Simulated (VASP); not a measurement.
# SnSe2 in VASP: a series of runs

Runs on SnSe2. Level: PBE. Tasks: single point.

Program: VASP 6.6.1. These are calculated values, not measurements. Logs are shortened: lines on timing, memory, paths and dates and some standing lists are left out, and cuts for length are marked.

### 1 The cell of the first run

The typed cell holds 3 atoms: a = 4.104 Å, b = 3.889 Å, c = 6.776 Å, α = 90.00°, β = 90.00°, γ = 121.85°.

### 2 Single point, PBE

INCAR

```
PREC = Accurate
ENCUT = 520
EDIFF = 1E-6
ISMEAR = 0
SIGMA = 0.02
LREAL = F
LASPH = T
NELM = 100
ALGO = Normal
ISIF = 2
LWAVE = F
LCHARG = F
GGA = PE
NBANDS = 20
```

KPOINTS

```
Automatic mesh
0
Gamma
  12 12 4
```

POSCAR

```
SnSe2
1.0
    4.1039726491     -0.0001525102      0.0000000000
   -2.0521090572      3.3031434414      0.0000000000
    0.0000000000      0.0000000000      6.7758688930
Sn Se
1 2
Direct
    0.0000000000      0.0000000000      0.0000000000
    0.6666466159      0.3331967363      0.7686758343
    0.3333533841      0.6668032637      0.2313241657
```

Potentials or basis: VASP PAW PBE potentials, release 64 (Sn_d, Se).

Started as:

```
cat potpaw_PBE.64/Sn_d/POTCAR potpaw_PBE.64/Se/POTCAR > POTCAR
mpirun -np 1 vasp_std > vasp.out
```

OUTCAR:

```text
PREC = Accurate
   ENCUT = 520
   EDIFF = 1E-6
   ISMEAR = 0
   LREAL = F
   LASPH = T
   NELM = 100
   ISIF = 2
   GGA = PE

 ion  position               nearest neighbor table
   1  0.000  0.000  0.000-   3 2.70   2 2.70   3 2.81   2 2.81   2 2.81   3 2.81
   2  0.667  0.333  0.769-   1 2.70   1 2.81   1 2.81
   3  0.333  0.667  0.231-   1 2.70   1 2.81   1 2.81

  Warning from LATTYP: Monoclinic adjustment (A1->A3, A2->A1, A3->A2)!
  Warning from LATTYP: Got some problem with cell dimensions!
  Tried to take original basis but could not verify dimensions!
  LATTYP: Found a simple monoclinic cell.
 ALAT       =     3.8884306978
 B/A-ratio  =     1.7425715976
 C/A-ratio  =     1.0000666281
 COS(beta)  =    -0.4430691731

  Lattice vectors:

 A1 = (   2.0518635919,   3.3029909312,   0.0000000000)
 A2 = (   0.0000000000,   0.0000000000,   6.7758688930)
 A3 = (   2.0521090572,  -3.3031434414,   0.0000000000)

Analysis of symmetry for initial positions (statically):
=====================================================================
 Subroutine PRICEL returns:
 Original cell was already a primitive cell.

 Routine SETGRP: Setting up the symmetry group for a
 simple monoclinic supercell.

 Subroutine GETGRP returns: Found  2 space group operations
 (whereof  2 operations were pure point group operations)
 out of a pool of  4 trial point group operations.

The static configuration has the point symmetry S_2 .

Analysis of symmetry for dynamics (positions and initial velocities):
=====================================================================
 Subroutine PRICEL returns:
 Original cell was already a primitive cell.

 Routine SETGRP: Setting up the symmetry group for a
 simple monoclinic supercell.

 Subroutine GETGRP returns: Found  2 space group operations
 (whereof  2 operations were pure point group operations)
 out of a pool of  4 trial point group operations.

The dynamic configuration has the point symmetry S_2 .

 Subroutine INISYM returns: Found  2 space group operations
 (whereof  2 operations are pure point group operations),
 and found     1 'primitive' translations

----------------------------------------------------------------------------------------

                                     Primitive cell

  volume of cell :      91.8516

  direct lattice vectors                    reciprocal lattice vectors
     4.103972649 -0.000152510  0.000000000     0.243671967  0.151383511  0.000000000
    -2.052109057  3.303143441  0.000000000     0.000011251  0.302748913  0.000000000
     0.000000000  0.000000000  6.775868893     0.000000000  0.000000000  0.147582549

  length of vectors
     4.103972652  3.888689776  6.775868893     0.286867556  0.302748914  0.147582549

  position of ions in fractional coordinates (direct lattice)
     0.000000000  0.000000000  0.000000000
     0.666646616  0.333196736  0.768675834
     0.333353384  0.666803264  0.231324166

  ion indices of the primitive-cell ions
   primitive index   ion index
                 1           1
                 2           2
                 3           3

----------------------------------------------------------------------------------------

 KPOINTS: Automatic mesh

Automatic generation of k-mesh.
 Grid dimensions read from file:
 generate k-points for:   12   12    4

 Generating k-lattice:

  Cartesian coordinates                     Fractional coordinates (reciprocal lattice)
     0.020305997  0.012615293  0.000000000     0.083333333  0.000000000  0.000000000
     0.000000938  0.025229076  0.000000000     0.000000000  0.083333333  0.000000000
     0.000000000  0.000000000  0.036895637     0.000000000  0.000000000  0.250000000

  Length of vectors
     0.023905630  0.025229076  0.036895637

  Shift w.r.t. Gamma in fractional coordinates (k-lattice)
     0.000000000  0.000000000  0.000000000

 Subroutine IBZKPT returns following result:
 ===========================================

 Found    292 irreducible k-points:

 Following reciprocal coordinates:
            Coordinates               Weight
  0.000000  0.000000  0.000000      1.000000
  0.083333 -0.000000  0.000000      2.000000
  0.166667  0.000000  0.000000      2.000000
  0.250000 -0.000000  0.000000      2.000000
  0.333333 -0.000000  0.000000      2.000000
  0.416667 -0.000000  0.000000      2.000000
[... 16 lines left out ...]
  0.250000  0.166667  0.000000      2.000000
  0.333333  0.166667  0.000000      2.000000
 [... further k-points ...]
   k-points           NKPTS =    292   k-points in BZ     NKDIM =    292   number of bands    NBANDS=     20
   number of dos      NEDOS =    301   number of ions     NIONS =      3
   total plane-waves  NPLWV =  48000
   dimension x,y,z NGX =    32 NGY =   30 NGZ =   50
   dimension x,y,z NGXF=    64 NGYF=   60 NGZF=  100
   ions per type =               1   2
   NGX,Y,Z   is equivalent  to a cutoff of  12.96, 12.83, 12.27 a.u.
   NGXF,Y,Z  is equivalent  to a cutoff of  25.93, 25.65, 24.53 a.u.
 SYSTEM =  unknown system
   PREC   = accura    normal or accurate (medium, high low for compatibility)
   ISTART =      0    job   : 0-new  1-cont  2-samecut
   ICHARG =      2    charge: 1-file 2-atom 10-const
   ISPIN  =      1    spin polarized calculation?
   LNONCOLLINEAR =      F non collinear calculations
   LSORBIT =      F    spin-orbit coupling
   LASPH  =      T    aspherical Exc in radial PAW
   ENCUT  =  520.0 eV  38.22 Ry    6.18 a.u.   7.63  7.23 12.60*2*pi/ulx,y,z
   NELM   =    100;   NELMIN=  2; NELMDL= -5     # of ELM steps
   EDIFF  = 0.1E-05   stopping-criterion for ELM
   LREAL  =      F    real-space projection
   EDIFFG = 0.1E-04   stopping-criterion for IOM
   NSW    =      0    number of steps for IOM
   IBRION =     -1    ionic relax: 0-MD 1-quasi-New 2-CG
   NFREE  =      0    steps in history (QN), initial steepest desc. (CG)
   ISIF   =      2    stress and relaxation
   ISYM   =      2    0-nonsym 1-usesym 2-fastsym
   POTIM  = 0.5000    time-step for ionic-motion
   TEBEG  =    0.0;   TEEND  =   0.0 temperature during run
   PSTRESS=    0.0 pullay stress
   NELECT =      26.0000    total number of electrons
   NUPDOWN=      -1.0000    fix difference up-down
   EMIN   =  10.00;   EMAX   =-10.00  energy-range for DOS
   EFERMI =   0.00;   METHOD = LEGACY
   ISMEAR =     0;   SIGMA  =   0.02  broadening in eV -4-tet -1-fermi 0-gaus
   EFERMI_NEDOS =   21; number of points for ismear=-14 and -15
   IALGO  =     38    algorithm
   IMIX   =      4    mixing-type and parameters
     AMIX     =   0.40;   BMIX     =  1.00
     AMIX_MAG =   1.60;   BMIX_MAG =  1.00
  volume/ion in A,a.u.               =      30.62       206.62
  Fermi-wavevector in a.u.,A,eV,Ry     =   1.074906  2.031277 15.720471  1.155422
  Thomas-Fermi vector in A             =   2.210747
   LORBIT       =      0    0 simple, 1 ext, 2 COOP (PROOUT), +10 PAW based schemes
   GGA     = PE    functional components
   LHFCALC =     F    Hartree Fock is set to
   AEXX    =    0.0000 exact exchange contribution
   IVDW    =     0    specifies the selected vdW correction
   LEPSILON=     F    determine dielectric tensor
   LRPA    =     F    only Hartree local field effects (RPA)
 non-spin polarized calculation
 Gauss-broadening in eV      SIGMA  =   0.02
  energy-cutoff  :      520.00
  volume of cell :       91.85
 maximum number of plane-waves:      2500
   NGX = 15   NGY = 15   NGZ = 25

 number of electron      26.0000003 magnetization

 Free energy of the ion-electron system (eV)
  ---------------------------------------------------
  ext. energy  EPLUGINS =         0.00000000
  ---------------------------------------------------
  free energy    TOTEN  =       -11.80928006 eV

  energy without entropy =      -11.80928006  energy(sigma->0) =      -11.80928006

 E-fermi :   2.6214     XC(G=0):  -8.5746

 val. band max:        2.4464713596   @ k =  -0.1667   0.0833   0.0000
 cond. band min:       2.9123183782   @ k =   0.0000   0.5000   0.2500
 fundamental gap:      0.4658470185
 Fermi energy:         2.6213809669

 k-point     1 :       0.0000    0.0000    0.0000
  band No.  band energies     occupation
      1     -18.7007      2.00000
      2     -18.6806      2.00000
      3     -18.6713      2.00000
      4     -18.6604      2.00000
      5     -18.6462      2.00000
      6     -10.7467      2.00000
[... 12 lines left out ...]
     19      10.7608      0.00000
     20      11.3254      0.00000

 k-point     2 :       0.0833   -0.0000    0.0000
  band No.  band energies     occupation
      1     -18.7013      2.00000
      2     -18.6807      2.00000
      3     -18.6705      2.00000
      4     -18.6602      2.00000
      5     -18.6465      2.00000
      6     -10.6905      2.00000
[... 12 lines left out ...]
     19      10.4293      0.00000
     20      11.2762      0.00000

 k-point     3 :       0.1667    0.0000    0.0000
  band No.  band energies     occupation
      1     -18.7048      2.00000
      2     -18.6799      2.00000
      3     -18.6684      2.00000
      4     -18.6592      2.00000
      5     -18.6464      2.00000
      6     -10.5266      2.00000
[... 12 lines left out ...]
     19      10.7205      0.00000
     20      10.9605      0.00000

 k-point     4 :       0.2500   -0.0000    0.0000
  band No.  band energies     occupation
      1     -18.7121      2.00000
      2     -18.6787      2.00000
      3     -18.6662      2.00000
      4     -18.6572      2.00000
      5     -18.6440      2.00000
      6     -10.2705      2.00000
[... 12 lines left out ...]
     19      10.7173      0.00000
     20      11.0610      0.00000

 k-point     5 :       0.3333   -0.0000    0.0000
  band No.  band energies     occupation
      1     -18.7206      2.00000
      2     -18.6785      2.00000
      3     -18.6652      2.00000
      4     -18.6542      2.00000
      5     -18.6392      2.00000
      6      -9.9549      2.00000
[... 12 lines left out ...]
     19      10.9611      0.00000
     20      11.2801      0.00000

 k-point     6 :       0.4167   -0.0000    0.0000
  band No.  band energies     occupation
      1     -18.7272      2.00000
      2     -18.6789      2.00000
      3     -18.6654      2.00000
      4     -18.6513      2.00000
      5     -18.6345      2.00000
      6      -9.6429      2.00000
[... 12 lines left out ...]
     19      11.1968      0.00000
     20      11.8340      0.00000

 k-point     7 :       0.5000   -0.0000    0.0000
  band No.  band energies     occupation
      1     -18.7296      2.00000
      2     -18.6791      2.00000
      3     -18.6655      2.00000
      4     -18.6502      2.00000
      5     -18.6326      2.00000
      6      -9.4785      2.00000
[... 12 lines left out ...]
     19      11.4130      0.00000
     20      11.9722      0.00000
[... 277 lines left out ...]
 k-point    20 :       0.0000    0.1667    0.0000
  band No.  band energies     occupation
      1     -18.6937      2.00000
      2     -18.6878      2.00000
      3     -18.6746      2.00000
      4     -18.6584      2.00000
      5     -18.6437      2.00000
      6     -10.4992      2.00000
[... 12 lines left out ...]
     19      10.7806      0.00000
     20      11.1594      0.00000

 k-point    21 :       0.0833    0.1667    0.0000
  band No.  band energies     occupation
      1     -18.6989      2.00000
      2     -18.6859      2.00000
      3     -18.6751      2.00000
      4     -18.6562      2.00000
      5     -18.6415      2.00000
      6     -10.3302      2.00000
[... 12 lines left out ...]
     19      10.3529      0.00000
     20      11.1483      0.00000

 k-point    22 :       0.1667    0.1667    0.0000
  band No.  band energies     occupation
      1     -18.7080      2.00000
      2     -18.6834      2.00000
      3     -18.6735      2.00000
      4     -18.6548      2.00000
      5     -18.6374      2.00000
      6     -10.0779      2.00000
[... 12 lines left out ...]
     19       9.7497      0.00000
     20      11.4234      0.00000

 k-point    23 :       0.2500    0.1667    0.0000
  band No.  band energies     occupation
      1     -18.7156      2.00000
      2     -18.6834      2.00000
      3     -18.6703      2.00000
      4     -18.6539      2.00000
      5     -18.6336      2.00000
      6      -9.7779      2.00000
[... 12 lines left out ...]
     19       9.7752      0.00000
     20      11.4251      0.00000

 k-point    24 :       0.3333    0.1667    0.0000
  band No.  band energies     occupation
      1     -18.7200      2.00000
      2     -18.6845      2.00000
      3     -18.6671      2.00000
      4     -18.6526      2.00000
      5     -18.6326      2.00000
      6      -9.4938      2.00000
[... 12 lines left out ...]
     19      10.3430      0.00000
     20      11.4465      0.00000

 [... further k-points ...]

------------------------ aborting loop because EDIFF is reached ----------------------------------------

  FORCE on cell =-STRESS in cart. coord.  units (eV):
  Direction    XX          YY          ZZ          XY          YZ          ZX
  --------------------------------------------------------------------------------------
  -------------------------------------------------------------------------------------
  Total       -2.0834039      0.0262684      0.0229551      0.0013425     -0.0084757      0.0018538
  in kB      -36.3410268      0.4582026      0.4004084      0.0234172     -0.1478426      0.0323368
  external PRESSURE =     -11.8274719 kB  Pullay stress =       0.0000000 kB

 VOLUME and BASIS-vectors are now :
 -----------------------------------------------------------------------------
  energy-cutoff  :      520.00
  volume of cell :       91.85
      direct lattice vectors                 reciprocal lattice vectors
     4.103972649 -0.000152510  0.000000000     0.243671967  0.151383511  0.000000000
    -2.052109057  3.303143441  0.000000000     0.000011251  0.302748913  0.000000000
     0.000000000  0.000000000  6.775868893     0.000000000  0.000000000  0.147582549

 POSITION                                       TOTAL-FORCE (eV/Angst)
 -----------------------------------------------------------------------------------
      0.00000      0.00000      0.00000         0.000000      0.000000      0.000000
      2.05214      1.10049      5.20845        -0.000643     -0.002803     -0.009688
     -0.00028      2.20250      1.56742         0.000643      0.002803      0.009688
 -----------------------------------------------------------------------------------
    total drift:                               -0.000000      0.000000      0.000000

  FREE ENERGIE OF THE ION-ELECTRON SYSTEM (eV)
  ---------------------------------------------------
  free  energy   TOTEN  =       -11.8092800645 eV

  energy  without entropy=      -11.8092800645  energy(sigma->0) =      -11.80928006
```

Run time: 3.6 min. Hardware: 1 thread of AMD EPYC 9R45 (Zen 5), shared host; peak memory 0.57 GiB.

What came out:

| Item | Value |
| --- | --- |
| Free energy | -11.8093 eV |
| Pressure | -1.2 GPa |
| Largest force | 0.010 eV/Å |
| Band gap on the k mesh | 0.47 eV (least direct gap 0.95 eV) |

Forces on the atoms (eV/Å):
```
Sn   0.000  0.000  0.000
Se  -0.001 -0.003 -0.010
Se   0.001  0.003  0.010
```

Stress tensor (GPa, compression positive):
```
-3.63  0.00  0.00
 0.00  0.05 -0.01
 0.00 -0.01  0.04
```

Levels at points of the mesh, in eV from the valence-band top:
```
           k point  band 11  band 12  band 13  band 14  band 15  band 16
(0.00, 0.00, 0.00)    -0.41    -0.19    -0.10     0.85     2.71     4.10
(0.50, 0.00, 0.00)    -1.95    -0.74    -0.16     1.08     3.99     5.60
(0.00, 0.50, 0.00)    -2.14    -0.68    -0.56     0.54     3.39     5.10
(0.50, 0.50, 0.00)    -1.95    -0.74    -0.16     1.08     3.99     5.60
(0.00, 0.00, 0.50)    -0.47    -0.35    -0.12     1.77     2.64     4.00
(0.50, 0.00, 0.50)    -1.73    -0.54    -0.30     0.80     4.31     4.97
(0.00, 0.50, 0.50)    -1.78    -0.71    -0.65     0.54     3.81     5.11
(0.50, 0.50, 0.50)    -1.73    -0.54    -0.30     0.80     4.31     4.97
```

Caveat: semilocal functionals underestimate gaps, and a narrow one can read as zero; spin-orbit coupling is left out, which moves the levels of the heavy elements. A k mesh can miss the band edges.

[end of part 1 of 2]
